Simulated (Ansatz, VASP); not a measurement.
# MgB2 in VASP and in Ansatz

```
Mg B
1.0
     2.97203    0.00676   -0.00296
    -1.48016    2.59022   -0.00202
    -0.00338   -0.00462    3.42076
Mg B
1 2
Cartesian
  -0.0029 -0.0717 0.0039
  -0.0124 1.7358 1.6906
  1.5038 0.9283 1.7213
```

Change from the starting cell: all atoms moved at random, cell strained at random.

Alike in both runs: task single point; functional PBE; k mesh 14 × 14 × 10; occupations gaussian, width 0.1 eV; no spin polarisation.

```csv
,VASP,Ansatz
version,VASP 6.6.1,Ansatz 0.2.0
potentials or method,"VASP PAW PBE potentials, release 64 (Mg, B), cutoff 520 eV","scalar-relativistic, plane waves, PAW"
valence electrons in the cell,8,16
```

```csv
,VASP,Ansatz,Ansatz less VASP
gap on the k mesh at the Fermi level (eV),none,none,-
pressure (GPa),17.0,17.2,+0.18
"traceless stress, the component that is largest in VASP (GPa)",5.60,5.50,-0.093
rms of the force components (eV/Å),0.431,0.427,-0.0039
```

Atom by atom the forces differ by 0.004 eV/Å (rms over components). A gap of «none» marks a metal or a gap that the smearing closes. VASP's potentials hold 8 valence electrons a cell and Ansatz's 16, so a difference there can come from the potentials and not from the codes.
